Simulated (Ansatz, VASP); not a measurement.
**One calculation of GaSb, two programs**

File POSCAR:

```
GaSb
1.0
    0.0000000000      3.1125325000      3.0590000000
    3.0590000000      0.0000000000      3.0590000000
    3.0590000000      3.1125325000      0.0000000000
Ga Sb
1 1
Direct
    0.0000000000      0.0000000000      0.0000000000
    0.7500000000      0.7500000000      0.7500000000
```

INCAR.step1

```
SYSTEM = GaSb
  ALGO = Normal
  EDIFF = 1E-4
  ENCUT = 520
  GGA = PE
  ISMEAR = 0
  LASPH = .True.
  LCHARG = .False.
  LREAL = .False.
  LWAVE = .True.
  NBANDS = 16
  NELM = 60
  PREC = Accurate
  SIGMA = 0.05
```

Contents of INCAR.step2:

```
SYSTEM = GaSb
  ALGO = Normal
  EDIFF = 1E-7
  ENCUT = 520
  ISIF = 2
  ISMEAR = 0
  ISTART = 1
  LASPH = .True.
  LCHARG = .False.
  LMIXTAU = .True.
  LREAL = .False.
  LWAVE = .False.
  METAGGA = R2SCAN
  NBANDS = 16
  NELM = 60
  PREC = Accurate
  SIGMA = 0.05
```

File KPOINTS:

```
k-points
0
Gamma
  6 6 6
  0 0 0
```

Input for Ansatz:

```yaml
crystal:
  lattice:
    - [0.0, 3.1125325, 3.059]
    - [3.059, 0.0, 3.059]
    - [3.059, 3.1125325, 0.0]
  atoms:
    - { symbol: Ga, position: [0.0, 0.0, 0.0] }
    - { symbol: Sb, position: [0.75, 0.75, 0.75] }
basis:
  ecutwfc: 500
kpoints:
  mp_grid: { grid: [6, 6, 6] }
hamiltonian:
  xc: r2scan
scf:
  occupations: { method: gaussian, width: 0.05 }
output:
  forces: true
  stress: true
  eigenvalues: true
```

Change from the starting cell: strain +0.0175 x Voigt [0, 1, 0, 0, 0, 0], atoms carried along.

Alike in both runs: task single point; functional r2SCAN; k mesh 6 × 6 × 6; occupations gaussian, width 0.05 eV; no spin polarisation.

|  | VASP | Ansatz |
| --- | --- | --- |
| version | VASP 6.6.1 | Ansatz 0.2.0 |
| potentials or method | VASP PAW PBE potentials, release 64 (Ga_d, Sb), cutoff 520 eV | scalar-relativistic, plane waves, PAW |
| valence electrons in the cell | 18 | 28 |

|  | VASP | Ansatz | Ansatz less VASP |
| --- | --- | --- | --- |
| gap on the k mesh at the Fermi level (eV) | 0.28 | 0.30 | +0.016 |
| least direct gap on the mesh (eV) | 0.28 | 0.30 | +0.016 |
| pressure (GPa) | -0.5 | -0.6 | -0.09 |
| traceless stress, the component that is largest in VASP (GPa) | -0.59 | -0.60 | -0.006 |

VASP's potentials were made for PBE, not for r2SCAN. VASP's potentials hold 18 valence electrons a cell and Ansatz's 28, so a difference there can come from the potentials and not from the codes.

Spin-orbit coupling is off throughout.
